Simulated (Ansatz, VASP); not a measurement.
## Two plane-wave programs on Si

File INCAR:

```
SYSTEM = Si
PREC = Accurate ; ENCUT = 500
EDIFF = 1E-6 ; ISMEAR = -1
SIGMA = 0.15 ; LREAL = .FALSE.
LASPH = .TRUE. ; NELM = 120
ALGO = Normal ; ISIF = 2
LWAVE = .FALSE. ; LCHARG = .FALSE.
GGA = PE ; NBANDS = 11
GGA_COMPAT = .FALSE.
```

The input KPOINTS:

```
Automatic mesh
0
G
  13 13 7
  0 0 0
```

File POSCAR:

```
Si
1.0
    2.5228926022      0.0000000000      0.0000000000
   -1.2614463011      2.1848889949      0.0000000000
    0.0000000000      0.0000000000      4.2860270394
Si
2
Direct
    0.3333333333      0.6666666667      0.2500000000
    0.6666666667      0.3333333333      0.7500000000
```

Input for Ansatz:

```yaml
crystal:
  lattice:
    - [2.5228926021753613, 0.0, 0.0]
    - [-1.2614463010876806, 2.1848889948510215, 0.0]
    - [0.0, 0.0, 4.2860270393748365]
  atoms:
    - { symbol: Si, position: [0.3333333333333333, 0.6666666666666666, 0.25] }
    - { symbol: Si, position: [0.6666666666666666, 0.3333333333333333, 0.75] }
basis:
  ecutwfc: 500.0
kpoints:
  mp_grid:
    grid: [13, 13, 7]
hamiltonian:
  xc: pbe
  pseudopotentials:
    kind: paw
scf:
  occupations:
    method: fermi_dirac
    width: 0.15
output:
  stress: true
```

Alike in both runs: task single point; functional PBE; k mesh 13 × 13 × 7; occupations fermi-dirac, width 0.15 eV; no spin polarisation.

```csv
,VASP,Ansatz
version,VASP 6.6.1,Ansatz 0.2.0
potentials or method,"VASP PAW PBE potentials, release 64 (Si), cutoff 500 eV","plane waves, PAW"
valence electrons in the cell,8,8
```

```csv
,VASP,Ansatz,Ansatz less VASP
pressure (GPa),26.4,26.5,+0.14
"traceless stress, the component that is largest in VASP (GPa)",-0.07,-0.11,-0.039
```
